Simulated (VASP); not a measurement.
Input of a VASP 6.6.1 run:

The input INCAR:

```
SYSTEM = N
ALGO = Normal
EDIFF = 1E-6
ENCUT = 1000
GGA_COMPAT = .False.
ISIF = 2
ISMEAR = -1
LASPH = .True.
LCHARG = .False.
LREAL = .False.
LWAVE = .False.
NBANDS = 12
NELM = 120
NELMDL = -8
PREC = Accurate
SIGMA = 0.02
```

Contents of KPOINTS:

```
k-points
0
Gamma
  1 1 1
  0 0 0
```

File POSCAR:

```
N
1.0
    9.0000000000      0.0000000000      0.0000000000
    0.0000000000      9.5000000000      0.0000000000
    0.0000000000      0.0000000000     10.0000000000
N
2
Direct
    0.5000000000      0.5000000000      0.4453367645
    0.5000000000      0.5000000000      0.5546632355
```

Potentials or basis: VASP PAW LDA potentials, release 64 (N_h).

Command:

```console
$ cat potpaw_LDA.64/N_h/POTCAR > POTCAR
$ mpirun -np 1 vasp_gam > vasp.out
```

**Question.** Estimate the largest force.

**Answer.** 0.308 eV/Å.

**Question.** What does it give for the gap between the frontier levels?

**Answer.** 8.25 eV.

Forces on the atoms (eV/Å):
```
N    0.000  0.000 -0.308
N    0.000  0.000  0.308
```
